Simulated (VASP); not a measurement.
Write the native input for VASP 6.6.1 that does the following.

```
Task                   : single point
Functional             : PBEsol
Dispersion             : D3(BJ)
Potentials or basis    : VASP PAW PBE potentials, release 64 (Al, N)
Cutoff                 : 600 eV
k mesh                 : 8 × 8 × 8
Occupations            : gaussian, width 0.01 eV
Spin                   : no spin polarisation
Dipole correction      : no
Further INCAR settings : ALGO = Normal; EDIFF = 1e-06; NBANDS = 11
```

The structure of AlN lies in POSCAR:

```
AlN
1.0
    0.0000000000      2.1848764208      2.1848764208
    2.1848764208      0.0000000000      2.1848764208
    2.1848764208      2.1848764208      0.0000000000
Al N
1 1
Direct
    0.0000000000      0.0000000000      0.0000000000
    0.2500000000      0.2500000000      0.2500000000
```

One way to write it, as run:

INCAR

```
SYSTEM = AlN
  PREC = Accurate
  ENCUT = 600
  EDIFF = 1E-6
  ISMEAR = 0
  SIGMA = 0.01
  LREAL = .False.
  LASPH = .True.
  NELM = 120
  ALGO = Normal
  ISIF = 2
  LWAVE = .False.
  LCHARG = .False.
  GGA = PS
  IVDW = 12
  NBANDS = 11
  GGA_COMPAT = .False.
```

KPOINTS

```
Automatic mesh
0
Gamma
  8 8 8
  0 0 0
```

Potentials or basis: VASP PAW PBE potentials, release 64 (Al, N).

Run with:

```console
$ cat potpaw_PBE.64/Al/POTCAR potpaw_PBE.64/N/POTCAR > POTCAR
$ mpirun -np 1 vasp_std > vasp.out
```

It gave:

- Pressure: -2.6 GPa
- Band gap on the k mesh: 3.19 eV, indirect (least direct gap 4.12 eV)
- Dispersion energy per atom: -0.226 eV

Caveat: the PAW data sets were made with another functional, which shifts forces and pressure a little.

It took 5.9 s on 1 thread of Intel(R) Xeon(R) 6975P-C (Granite Rapids) (shared host), peak memory 0.16 GiB.
